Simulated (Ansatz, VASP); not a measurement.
One calculation of CsNi3, two programs

```
CELL_PARAMETERS angstrom
4.03721 0.00000 0.00000
0.00000 4.03721 0.00000
0.00000 0.00000 4.03721
ATOMIC_POSITIONS crystal
Cs 0.00000 0.00000 0.00000
Ni 0.00000 0.50000 0.50000
Ni 0.50000 0.00000 0.50000
Ni 0.50000 0.50000 0.00000
```

Alike in both runs: functional PBE; k mesh 12 × 12 × 12; occupations gaussian, width 0.1 eV; collinear spin.

Ansatz relaxed the structure, and its values are those at the end. VASP's run is a single point on that final structure, the one shown.

|  | VASP | Ansatz |
| --- | --- | --- |
| version | VASP 6.6.1 | Ansatz 0.2.0 |
| potentials or method | VASP PAW PBE potentials, release 64 (Cs_sv, Ni), cutoff 520 eV | scalar-relativistic, plane waves, PAW |
| valence electrons in the cell | 39 | 63 |

|  | VASP | Ansatz | Ansatz less VASP |
| --- | --- | --- | --- |
| gap on the k mesh at the Fermi level (eV) | none | none | - |
| pressure (GPa) | 1.6 | 0.0 | -1.62 |
| net moment per atom (μB) | 0.27 | 0.27 | 0.000 |
| size of the moment on the site where the two differ most (μB) | 0.40 | 0.40 | +0.003 |

Site moments also hang on the region over which each program counts them. A gap of «none» marks a metal or a gap that the smearing closes. VASP's potentials hold 39 valence electrons a cell and Ansatz's 63, so a difference there can come from the potentials and not from the codes.

Neither program's run includes spin-orbit coupling.
